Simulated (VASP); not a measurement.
# Zr3Si2 (P4/mbm) in VASP: a series of runs

Runs on Zr3Si2. Level: PBEsol. Tasks: single point.

Program: VASP 6.6.1. These are calculated values, not measurements. Logs are shortened: lines on timing, memory, paths and dates and some standing lists are left out, and cuts for length are marked.

### Step 1. The cell of the first run

Symmetry: P4/mbm, No. 127, tetragonal system. Conventional cell: a = 7.256 Å, b = 7.256 Å, c = 3.802 Å, α = 90.00°, β = 90.00°, γ = 90.00°. Zr (site symmetry m2m) has 6 Si at 2.83 to 2.89 Å and 5 Zr at 3.29 to 3.55 Å within 3.7 Å. Within 3.8 Å of Zr (site symmetry 4/m) lie 4 Si at 2.88 Å and 8 Zr at 3.29 Å. Si (site symmetry m2m) has 1 Si at 2.53 Å and 8 Zr at 2.83 to 2.89 Å within 3.3 Å.

### Step 2. Single point, PBEsol (volume scaled by 1.10, then relaxed in part)

The input, INCAR:

```
SYSTEM = Zr3Si2
PREC = Accurate
ENCUT = 520
EDIFF = 1E-6
ISMEAR = 0
SIGMA = 0.1
LREAL = .False.
LASPH = .True.
NELM = 100
ALGO = Fast
ISIF = 2
LWAVE = .False.
LCHARG = .False.
GGA = PS
NBANDS = 55
```

The input, KPOINTS:

```
regular mesh
0
Gamma
  6 6 10
  0 0 0
```

The input, POSCAR:

```
Zr3Si2
1.0
    7.2556409720      0.0000000000      0.0000000000
    0.0000000000      7.2556409720      0.0000000000
    0.0000000000      0.0000000000      3.8016605390
Zr Si
6 4
Direct
    0.1730082261      0.6730082261      0.5000000000
    0.8269917739      0.3269917739      0.5000000000
    0.3269917739      0.1730082261      0.5000000000
    0.6730082261      0.8269917739      0.5000000000
    0.0000000000      0.0000000000      0.0000000000
    0.5000000000      0.5000000000      0.0000000000
    0.6231916333      0.1231916333      0.0000000000
    0.3768083667      0.8768083667      0.0000000000
    0.8768083667      0.6231916333      0.0000000000
    0.1231916333      0.3768083667      0.0000000000
```

Potentials or basis: VASP PAW PBE potentials, release 64 (Zr_sv, Si).

Started as:

```bash
$ cat potpaw_PBE.64/Zr_sv/POTCAR potpaw_PBE.64/Si/POTCAR > POTCAR
$ mpirun -np 1 vasp_std > vasp.out
```

OUTCAR:

```text
SYSTEM = Zr3Si2
   PREC = Accurate
   ENCUT = 520
   EDIFF = 1E-6
   ISMEAR = 0
   LREAL = .False.
   LASPH = .True.
   NELM = 100
   ISIF = 2
   GGA = PS

 ion  position               nearest neighbor table
   1  0.173  0.673  0.500-   8 2.83   8 2.83  10 2.89   9 2.89   9 2.89  10 2.89   6 3.29   6 3.29
                             5 3.29   5 3.29   2 3.55   3 3.80   4 3.80   3 3.80   4 3.80
   2  0.827  0.327  0.500-   7 2.83   7 2.83  10 2.89   9 2.89   9 2.89  10 2.89   6 3.29   6 3.29
                             5 3.29   5 3.29   1 3.55   3 3.80   4 3.80   4 3.80   3 3.80
   3  0.327  0.173  0.500-  10 2.83  10 2.83   7 2.89   7 2.89   8 2.89   8 2.89   6 3.29   6 3.29
                             5 3.29   5 3.29   4 3.55   2 3.80   1 3.80   1 3.80   2 3.80
   4  0.673  0.827  0.500-   9 2.83   9 2.83   7 2.89   7 2.89   8 2.89   8 2.89   6 3.29   6 3.29
                             5 3.29   5 3.29   3 3.55   2 3.80   1 3.80   2 3.80   1 3.80
   5  0.000  0.000  0.000-   7 2.88   8 2.88   9 2.88  10 2.88   1 3.29   2 3.29   3 3.29   4 3.29
                             1 3.29   2 3.29   3 3.29   4 3.29
   6  0.500  0.500  0.000-   7 2.88   8 2.88   9 2.88  10 2.88   1 3.29   2 3.29   3 3.29   4 3.29
                             1 3.29   2 3.29   3 3.29   4 3.29
   7  0.623  0.123  0.000-   8 2.53   2 2.83   2 2.83   5 2.88   6 2.88   3 2.89   4 2.89   3 2.89
                             4 2.89
   8  0.377  0.877  0.000-   7 2.53   1 2.83   1 2.83   5 2.88   6 2.88   3 2.89   4 2.89   3 2.89
                             4 2.89
   9  0.877  0.623  0.000-  10 2.53   4 2.83   4 2.83   5 2.88   6 2.88   2 2.89   1 2.89   2 2.89
                             1 2.89
  10  0.123  0.377  0.000-   9 2.53   3 2.83   3 2.83   5 2.88   6 2.88   2 2.89   1 2.89   2 2.89
                             1 2.89

  LATTYP: Found a simple tetragonal cell.
 ALAT       =     7.2556409720
 C/A-ratio  =     0.5239592965

  Lattice vectors:

 A1 = (   7.2556409720,   0.0000000000,   0.0000000000)
 A2 = (   0.0000000000,   7.2556409720,   0.0000000000)
 A3 = (   0.0000000000,   0.0000000000,   3.8016605390)

Analysis of symmetry for initial positions (statically):
=====================================================================
 Subroutine PRICEL returns:
 Original cell was already a primitive cell.

 Routine SETGRP: Setting up the symmetry group for a
 simple tetragonal supercell.

 Subroutine GETGRP returns: Found 16 space group operations
 (whereof  8 operations were pure point group operations)
 out of a pool of 16 trial point group operations.

The static configuration has the point symmetry C_4h.
 The point group associated with its full space group is D_4h.

Analysis of symmetry for dynamics (positions and initial velocities):
=====================================================================
 Subroutine PRICEL returns:
 Original cell was already a primitive cell.

 Routine SETGRP: Setting up the symmetry group for a
 simple tetragonal supercell.

 Subroutine GETGRP returns: Found 16 space group operations
 (whereof  8 operations were pure point group operations)
 out of a pool of 16 trial point group operations.

The dynamic configuration has the point symmetry C_4h.
 The point group associated with its full space group is D_4h.

 Subroutine INISYM returns: Found 16 space group operations
 (whereof  8 operations are pure point group operations),
 and found     1 'primitive' translations

----------------------------------------------------------------------------------------

                                     Primitive cell

  volume of cell :     200.1359

  direct lattice vectors                    reciprocal lattice vectors
     7.255640972  0.000000000  0.000000000     0.137823799  0.000000000  0.000000000
     0.000000000  7.255640972  0.000000000     0.000000000  0.137823799  0.000000000
     0.000000000  0.000000000  3.801660539     0.000000000  0.000000000  0.263042949

  length of vectors
     7.255640972  7.255640972  3.801660539     0.137823799  0.137823799  0.263042949

  position of ions in fractional coordinates (direct lattice)
     0.173008226  0.673008226  0.500000000
     0.826991774  0.326991774  0.500000000
     0.326991774  0.173008226  0.500000000
     0.673008226  0.826991774  0.500000000
     0.000000000  0.000000000  0.000000000
     0.500000000  0.500000000  0.000000000
     0.623191633  0.123191633  0.000000000
     0.376808367  0.876808367  0.000000000
     0.876808367  0.623191633  0.000000000
     0.123191633  0.376808367  0.000000000

  ion indices of the primitive-cell ions
   primitive index   ion index
                 1           1
                 2           2
                 3           3
                 4           4
                 5           5
                 6           6
                 7           7
                 8           8
                 9           9
                10          10

----------------------------------------------------------------------------------------

 KPOINTS: regular mesh

Automatic generation of k-mesh.
 Grid dimensions read from file:
 generate k-points for:    6    6   10

 Generating k-lattice:

  Cartesian coordinates                     Fractional coordinates (reciprocal lattice)
     0.022970633  0.000000000  0.000000000     0.166666667  0.000000000  0.000000000
     0.000000000  0.022970633  0.000000000     0.000000000  0.166666667  0.000000000
     0.000000000  0.000000000  0.026304295     0.000000000  0.000000000  0.100000000

  Length of vectors
     0.022970633  0.022970633  0.026304295

  Shift w.r.t. Gamma in fractional coordinates (k-lattice)
     0.000000000  0.000000000  0.000000000

 Subroutine IBZKPT returns following result:
 ===========================================

 Found     60 irreducible k-points:

 Following reciprocal coordinates:
            Coordinates               Weight
  0.000000  0.000000  0.000000      1.000000
  0.166667  0.000000  0.000000      4.000000
  0.333333  0.000000  0.000000      4.000000
  0.500000  0.000000  0.000000      2.000000
  0.166667  0.166667  0.000000      4.000000
  0.333333  0.166667  0.000000      8.000000
[... 16 lines left out ...]
  0.333333  0.000000  0.200000      8.000000
  0.500000  0.000000  0.200000      4.000000
 [... further k-points ...]
   k-points           NKPTS =     60   k-points in BZ     NKDIM =     60   number of bands    NBANDS=     55
   number of dos      NEDOS =    301   number of ions     NIONS =     10
   total plane-waves  NPLWV =  81648
   dimension x,y,z NGX =    54 NGY =   54 NGZ =   28
   dimension x,y,z NGXF=   108 NGYF=  108 NGZF=   56
   ions per type =               6   4
   NGX,Y,Z   is equivalent  to a cutoff of  12.37, 12.37, 12.24 a.u.
   NGXF,Y,Z  is equivalent  to a cutoff of  24.75, 24.75, 24.49 a.u.
 SYSTEM =  Zr3Si2
   PREC   = accura    normal or accurate (medium, high low for compatibility)
   ISTART =      0    job   : 0-new  1-cont  2-samecut
   ICHARG =      2    charge: 1-file 2-atom 10-const
   ISPIN  =      1    spin polarized calculation?
   LNONCOLLINEAR =      F non collinear calculations
   LSORBIT =      F    spin-orbit coupling
   LASPH  =      T    aspherical Exc in radial PAW
   ENCUT  =  520.0 eV  38.22 Ry    6.18 a.u.  13.49 13.49  7.07*2*pi/ulx,y,z
   NELM   =    100;   NELMIN=  2; NELMDL= -5     # of ELM steps
   EDIFF  = 0.1E-05   stopping-criterion for ELM
   LREAL  =      F    real-space projection
   EDIFFG = 0.1E-04   stopping-criterion for IOM
   NSW    =      0    number of steps for IOM
   IBRION =     -1    ionic relax: 0-MD 1-quasi-New 2-CG
   NFREE  =      0    steps in history (QN), initial steepest desc. (CG)
   ISIF   =      2    stress and relaxation
   ISYM   =      2    0-nonsym 1-usesym 2-fastsym
   POTIM  = 0.5000    time-step for ionic-motion
   TEBEG  =    0.0;   TEEND  =   0.0 temperature during run
   PSTRESS=    0.0 pullay stress
   NELECT =      88.0000    total number of electrons
   NUPDOWN=      -1.0000    fix difference up-down
   EMIN   =  10.00;   EMAX   =-10.00  energy-range for DOS
   EFERMI =   0.00;   METHOD = LEGACY
   ISMEAR =     0;   SIGMA  =   0.10  broadening in eV -4-tet -1-fermi 0-gaus
   EFERMI_NEDOS =   21; number of points for ismear=-14 and -15
   IALGO  =     68    algorithm
   IMIX   =      4    mixing-type and parameters
     AMIX     =   0.40;   BMIX     =  1.00
     AMIX_MAG =   1.60;   BMIX_MAG =  1.00
  volume/ion in A,a.u.               =      20.01       135.06
  Fermi-wavevector in a.u.,A,eV,Ry     =   1.244880  2.352482 21.085298  1.549726
  Thomas-Fermi vector in A             =   2.379127
   LORBIT       =      0    0 simple, 1 ext, 2 COOP (PROOUT), +10 PAW based schemes
   GGA     = PS    functional components
   LHFCALC =     F    Hartree Fock is set to
   AEXX    =    0.0000 exact exchange contribution
   IVDW    =     0    specifies the selected vdW correction
   LEPSILON=     F    determine dielectric tensor
   LRPA    =     F    only Hartree local field effects (RPA)
 non-spin polarized calculation
 RMM-DIIS sequential band-by-band and
 Gauss-broadening in eV      SIGMA  =   0.10
  energy-cutoff  :      520.00
  volume of cell :      200.14
 maximum number of plane-waves:      5430
 NGX is ok and might be reduce to    54
   NGX = 27   NGY = 27   NGZ = 15

 number of electron      88.0000000 magnetization

 Free energy of the ion-electron system (eV)
  ---------------------------------------------------
  ext. energy  EPLUGINS =         0.00000000
  ---------------------------------------------------
  free energy    TOTEN  =       -86.44066450 eV

  energy without entropy =      -86.39917536  energy(sigma->0) =      -86.41991993

 E-fermi :   8.5618     XC(G=0): -11.1469

 val. band max:        8.5498137363   @ k =   0.0000   0.0000   0.2000
 cond. band min:       8.5682892391   @ k =   0.1667   0.0000   0.0000
 fundamental gap:      0.0184755028
 Fermi energy:         8.5618447879

 k-point     1 :       0.0000    0.0000    0.0000
  band No.  band energies     occupation
      1     -39.9583      2.00000
      2     -39.9333      2.00000
      3     -39.9320      2.00000
      4     -39.9320      2.00000
      5     -39.7859      2.00000
      6     -39.7720      2.00000
[... 47 lines left out ...]
     54      11.0453      0.00000
[... 1333 lines left out ...]
     54      11.3803      0.00000
     55      11.5250      0.00000

 [... further k-points ...]
[... 5 lines left out ...]
  --------------------------------------------------------------------------------------
  -------------------------------------------------------------------------------------
  Total      -13.6973898    -13.6973898    -13.6630905      0.0000000      0.0000000     -0.0000000
  in kB     -109.6537510   -109.6537510   -109.3791702      0.0000000      0.0000000     -0.0000000
  external PRESSURE =    -109.5622241 kB  Pullay stress =       0.0000000 kB

 VOLUME and BASIS-vectors are now :
 -----------------------------------------------------------------------------
  energy-cutoff  :      520.00
  volume of cell :      200.14
      direct lattice vectors                 reciprocal lattice vectors
     7.255640972  0.000000000  0.000000000     0.137823799  0.000000000  0.000000000
     0.000000000  7.255640972  0.000000000     0.000000000  0.137823799  0.000000000
     0.000000000  0.000000000  3.801660539     0.000000000  0.000000000  0.263042949

 POSITION                                       TOTAL-FORCE (eV/Angst)
 -----------------------------------------------------------------------------------
      1.25529      4.88311      1.90083        -0.000224     -0.000224      0.000000
      6.00036      2.37253      1.90083         0.000224      0.000224     -0.000000
      2.37253      1.25529      1.90083         0.000224     -0.000224     -0.000000
      4.88311      6.00036      1.90083        -0.000224      0.000224      0.000000
      0.00000      0.00000      0.00000         0.000000      0.000000      0.000000
      3.62782      3.62782      0.00000         0.000000      0.000000      0.000000
      4.52165      0.89383      0.00000        -0.003166     -0.003166      0.000000
      2.73399      6.36181      0.00000         0.003166      0.003166      0.000000
      6.36181      4.52165      0.00000         0.003166     -0.003166      0.000000
      0.89383      2.73399      0.00000        -0.003166      0.003166     -0.000000
 -----------------------------------------------------------------------------------
    total drift:                                0.000000      0.000000      0.000000

  FREE ENERGIE OF THE ION-ELECTRON SYSTEM (eV)
  ---------------------------------------------------
  free  energy   TOTEN  =       -86.4406645033 eV

  energy  without entropy=      -86.3991753579  energy(sigma->0) =      -86.41991993
```

Run time: 13 min. Hardware: 1 thread of Intel Xeon Platinum 8488C (Sapphire Rapids), shared host; peak memory 0.58 GiB.

Results:

```
Free energy            : -86.4407 eV
Pressure               : -11.0 GPa
Largest force          : 0.004 eV/Å
Band gap on the k mesh : zero (band 44 reaches 9.06 eV, above the bottom of band 45 at 8.03 eV)
```

Forces in eV/Å, atoms in the order of the input:
```
Zr   0.000  0.000  0.000
Zr   0.000  0.000  0.000
Zr   0.000  0.000  0.000
Zr   0.000  0.000  0.000
Zr   0.000  0.000  0.000
Zr   0.000  0.000  0.000
Si  -0.003 -0.003  0.000
Si   0.003  0.003  0.000
Si   0.003 -0.003  0.000
Si  -0.003  0.003  0.000
```

Caveat: the PAW data sets were made with another functional, which shifts forces and pressure a little.

### Step 3. Single point, PBEsol (equal strain along all axes, cell held: -2.0 %, then relaxed in part)

The input, INCAR:

```
PREC = Accurate ; ENCUT = 520
EDIFF = 1E-6 ; ISMEAR = 0
SIGMA = 0.1 ; LREAL = F
LASPH = T ; NELM = 100
ALGO = Fast ; ISIF = 2
LWAVE = F ; LCHARG = F
GGA = PS ; NBANDS = 55
```

The input, KPOINTS:

```
regular mesh
0
Gamma
  6 6 10
```

The input, POSCAR:

```
Zr3Si2
1.0
    6.9242662624      0.0000000000      0.0000000000
    0.0000000000      6.9242662624      0.0000000000
    0.0000000000      0.0000000000      3.5716009216
Zr Si
6 4
Direct
    0.1751576967      0.6751576967      0.5000000000
    0.8248423033      0.3248423033      0.5000000000
    0.3248423033      0.1751576967      0.5000000000
    0.6751576967      0.8248423033      0.5000000000
    0.0000000000      0.0000000000      0.0000000000
    0.5000000000      0.5000000000      0.0000000000
    0.6220279605      0.1220279605      0.0000000000
    0.3779720395      0.8779720395      0.0000000000
    0.8779720395      0.6220279605      0.0000000000
    0.1220279605      0.3779720395      0.0000000000
```

Potentials or basis: VASP PAW PBE potentials, release 64 (Zr_sv, Si).

Started as:

```bash
$ cat potpaw_PBE.64/Zr_sv/POTCAR potpaw_PBE.64/Si/POTCAR > POTCAR
$ mpirun -np 1 vasp_std > vasp.out
```

It took 11 min on 1 thread of Intel Xeon 6975P-C (Granite Rapids), shared host; peak memory 0.53 GiB.

It converged, with:

* Free energy: -86.7708 eV
* Pressure: 10.0 GPa
* Largest force: 0.006 eV/Å
* Band gap on the k mesh: zero (band 44 reaches 10.84 eV, above the bottom of band 45 at 9.69 eV)

Forces on the atoms (eV/Å):
```
Zr   0.001  0.001  0.000
Zr  -0.001 -0.001  0.000
Zr  -0.001  0.001  0.000
Zr   0.001 -0.001  0.000
Zr   0.000  0.000  0.000
Zr   0.000  0.000  0.000
Si  -0.004 -0.004  0.000
Si   0.004  0.004  0.000
Si   0.004 -0.004  0.000
Si  -0.004  0.004  0.000
```

Stress tensor (GPa, compression positive):
```
10.39  0.00  0.00
 0.00 10.39  0.00
 0.00  0.00  9.10
```

Levels at points of the mesh, in eV from the Fermi level:
| k point | band 42 | band 43 | band 44 | band 45 | band 46 | band 47 |
| --- | --- | --- | --- | --- | --- | --- |
| (0.00, 0.00, 0.00) | -0.65 | -0.32 | 0.03 | 0.93 | 1.17 | 1.38 |
| (0.50, 0.00, 0.00) | -0.24 | 0.40 | 0.40 | 0.80 | 0.80 | 1.58 |
| (0.50, 0.50, 0.00) | -0.22 | -0.15 | -0.15 | 0.01 | 0.01 | 1.30 |
| (0.00, 0.00, 0.50) | -0.30 | 0.09 | 0.09 | 0.28 | 0.40 | 0.70 |
| (0.50, 0.00, 0.50) | -0.97 | -0.60 | -0.60 | 0.32 | 0.32 | 1.87 |
| (0.50, 0.50, 0.50) | -0.77 | -0.72 | -0.72 | -0.65 | -0.65 | 2.01 |

Caveat: the cell differs from its parent crystal (equal strain along all axes, cell held: -2.0 %, then relaxed in part); the PAW data sets were made with another functional, which shifts forces and pressure a little.

### Step 4. Single point, PBEsol (equal strain along all axes, cell held: -1.0 %, then relaxed in part)

The input, INCAR:

```
ALGO = Fast
EDIFF = 1E-6
ENCUT = 520
GGA = PS
ISIF = 2
ISMEAR = 0
LASPH = True
LCHARG = False
LREAL = False
LWAVE = False
NBANDS = 55
NELM = 60
PREC = Accurate
SIGMA = 0.1
```

The input, KPOINTS:

```
k-points
0
Gamma
  6 6 10
```

The input, POSCAR:

```
Zr3Si2
1.0
    6.9949220406      0.0000000000      0.0000000000
    0.0000000000      6.9949220406      0.0000000000
    0.0000000000      0.0000000000      3.6080458290
Zr Si
6 4
Direct
    0.1748109813      0.6748109813      0.5000000000
    0.8251890187      0.3251890187      0.5000000000
    0.3251890187      0.1748109813      0.5000000000
    0.6748109813      0.8251890187      0.5000000000
    0.0000000000      0.0000000000      0.0000000000
    0.5000000000      0.5000000000      0.0000000000
    0.6222769178      0.1222769178      0.0000000000
    0.3777230822      0.8777230822      0.0000000000
    0.8777230822      0.6222769178      0.0000000000
    0.1222769178      0.3777230822      0.0000000000
```

Started as:

```bash
$ cat potpaw_PBE.64/Zr_sv/POTCAR potpaw_PBE.64/Si/POTCAR > POTCAR
$ mpirun -np 1 vasp_std > vasp.out
```

Run time: 11 min. Hardware: 1 thread of Intel Xeon 6975P-C (Granite Rapids), shared host; peak memory 0.54 GiB.

Results (log left out):

```
Free energy            : -87.0141 eV
Pressure               : 4.8 GPa
Largest force          : 0.014 eV/Å
Band gap on the k mesh : zero (band 44 reaches 10.48 eV, above the bottom of band 45 at 9.31 eV)
```

Forces in eV/Å, atoms in the order of the input:
```
Zr  -0.001 -0.001  0.000
Zr   0.001  0.001  0.000
Zr   0.001 -0.001  0.000
Zr  -0.001  0.001  0.000
Zr   0.000  0.000  0.000
Zr   0.000  0.000  0.000
Si  -0.010 -0.010  0.000
Si   0.010  0.010  0.000
Si   0.010 -0.010  0.000
Si  -0.010  0.010  0.000
```

Stress tensor (GPa, compression positive):
```
4.98 0.00 0.00
0.00 4.98 0.00
0.00 0.00 4.35
```

Levels at points of the mesh, in eV from the Fermi level:
```tsv
k point	band 41	band 42	band 43	band 44	band 45	band 46	band 47	band 48
(0.00, 0.00, 0.00)	-0.63	-0.60	-0.30	0.02	0.91	1.14	1.35	1.35
(0.50, 0.00, 0.00)	-0.24	-0.24	0.40	0.40	0.79	0.79	1.54	1.54
(0.50, 0.50, 0.00)	-0.22	-0.22	-0.14	-0.14	0.03	0.03	1.28	1.28
(0.00, 0.00, 0.50)	-0.47	-0.26	0.08	0.08	0.29	0.44	0.69	0.69
(0.50, 0.00, 0.50)	-0.95	-0.95	-0.56	-0.56	0.26	0.26	1.83	1.83
(0.50, 0.50, 0.50)	-0.72	-0.72	-0.68	-0.68	-0.67	-0.67	1.96	1.96
```

Caveat: the cell differs from its parent crystal (equal strain along all axes, cell held: -1.0 %, then relaxed in part); the PAW data sets were made with another functional, which shifts forces and pressure a little.

### Step 5. The runs side by side

```csv
cell,gap on the mesh (eV),pressure (GPa),largest force (eV/Å)
"a = 7.256, b = 7.256, c = 3.802 Å, 10 atoms",none,-11.0,-
"a = 6.924, b = 6.924, c = 3.572 Å, 10 atoms",none,10.0,0.01
"a = 6.995, b = 6.995, c = 3.608 Å, 10 atoms",none,4.8,0.01
```

Alike in all rows: task single point; level PBEsol; potentials or basis VASP PAW PBE potentials, release 64 (Zr_sv, Si); no spin polarisation; k mesh 6 × 6 × 10; cutoff (eV) 520; smearing gaussian 0.1 eV.

Caveats: the PAW data sets were made with another functional, which shifts forces and pressure a little.

Total energies depend on the potentials used, so only differences within one code and one set of settings carry meaning.
